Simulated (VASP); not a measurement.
# Se: relaxation of cell and atoms with PBE+D3(BJ)

The system is Se.

```
Se
1.0
     4.36620    0.00000    0.00000
    -2.18310    3.78124    0.00000
     0.00000    0.00000    4.95360
Se
3
Direct
  0.77460 0.77460 0.00000
  0.00000 0.22540 0.66667
  0.22540 0.00000 0.33333
```

| Quantity | Value |
| --- | --- |
| Program | VASP 6.6.1 |
| Task | relaxation of cell and atoms |
| Functional | PBE |
| Dispersion | D3(BJ) |
| Potentials or basis | VASP PAW PBE potentials, release 64 (Se) |
| Cutoff | 600 eV |
| k mesh | 7 × 7 × 6 |
| Occupations | fermi-dirac, width 0.05 eV |
| Spin | no spin polarisation |
| Dipole correction | no |
| Further INCAR settings | ALGO = Normal; EDIFF = 1e-06; IBRION = 2; EDIFFG = -0.01; NSW = 60; ISIF = 3 |

- Relaxed volume: 24.48 Å³/atom
- Relaxed cell: a = 4.064 Å, b = 4.064 Å, c = 5.136 Å, α = 90.00°, β = 90.00°, γ = 120.00°
- Space group after relaxing (to 0.05 Å): P3_121 (No. 152)
- Energy gained by relaxing: 25.5 meV/atom
- Ionic steps: 15
- Pressure after relaxing: 0.0 GPa
- Band gap on the k mesh: 0.92 eV, indirect (least direct gap 1.16 eV)
- Dispersion energy per atom: -0.356 eV

Forces on the atoms (eV/Å):
```
Se  -0.001 -0.002  0.000
Se  -0.001  0.002  0.000
Se   0.002  0.000  0.000
```

Step by step:
| step | energy change (eV) | largest force (eV/Å) | pressure (GPa) | volume (Å³) |
| --- | --- | --- | --- | --- |
| 1 | 0.0000 | 0.4482 | 0.86 | 81.78 |
| 2 | -0.0112 | 0.0979 | -1.80 | 83.51 |
| 3 | -0.0154 | 0.0789 | -0.92 | 82.90 |
| 4 | -0.0281 | 0.0818 | -0.82 | 81.61 |
| 5 | -0.0588 | 0.1043 | -0.28 | 77.76 |
| 6 | -0.0603 | 0.1852 | 2.16 | 70.25 |
| 7 | -0.0721 | 0.1565 | 0.73 | 74.04 |
| 8 | -0.0751 | 0.0762 | -0.62 | 73.95 |
| 9 | -0.0763 | 0.0010 | -0.16 | 73.98 |
| 10 | -0.0763 | 0.0017 | -0.18 | 73.98 |
| 11 | -0.0765 | 0.0060 | -0.10 | 73.65 |
| 12 | -0.0765 | 0.0095 | -0.04 | 73.35 |
| 13 | -0.0765 | 0.0074 | -0.06 | 73.47 |
| 14 | -0.0765 | 0.0101 | 0.06 | 73.42 |
| 15 | -0.0766 | 0.0024 | 0.01 | 73.44 |

Final structure:
```cif
data_structure
_symmetry_space_group_name_H-M 'P 1'
_symmetry_Int_Tables_number 1
_cell_length_a 4.0635
_cell_length_b 4.0635
_cell_length_c 5.1357
_cell_angle_alpha 90.000
_cell_angle_beta 90.000
_cell_angle_gamma 120.000
_cell_volume 73.44
loop_
_atom_site_label
_atom_site_type_symbol
_atom_site_fract_x
_atom_site_fract_y
_atom_site_fract_z
_atom_site_occupancy
Se1 Se 0.75227 0.75227 0.00000 1
Se2 Se 0.00000 0.24773 0.66667 1
Se3 Se 0.24773 0.00000 0.33333 1
```

Levels at points of the mesh, in eV from the valence-band top:
| k point | band 6 | band 7 | band 8 | band 9 | band 10 | band 11 | band 12 | band 13 |
| --- | --- | --- | --- | --- | --- | --- | --- | --- |
| (0.00, 0.00, 0.00) | -3.42 | -1.85 | -1.85 | -0.52 | 1.47 | 1.47 | 2.08 | 6.42 |
| (0.00, 0.00, 0.50) | -3.07 | -1.36 | -1.32 | -1.32 | 0.95 | 0.98 | 0.98 | 5.70 |

Run time: 3.1 min on 1 thread of Intel(R) Xeon(R) Platinum 8488C (Sapphire Rapids), on a shared host, peak memory 0.26 GiB.

Caveat: the volume moved by -10 % from the deposited cell, more than functionals usually miss. A hybrid or GW would open this gap; PBE tends to underestimate it.
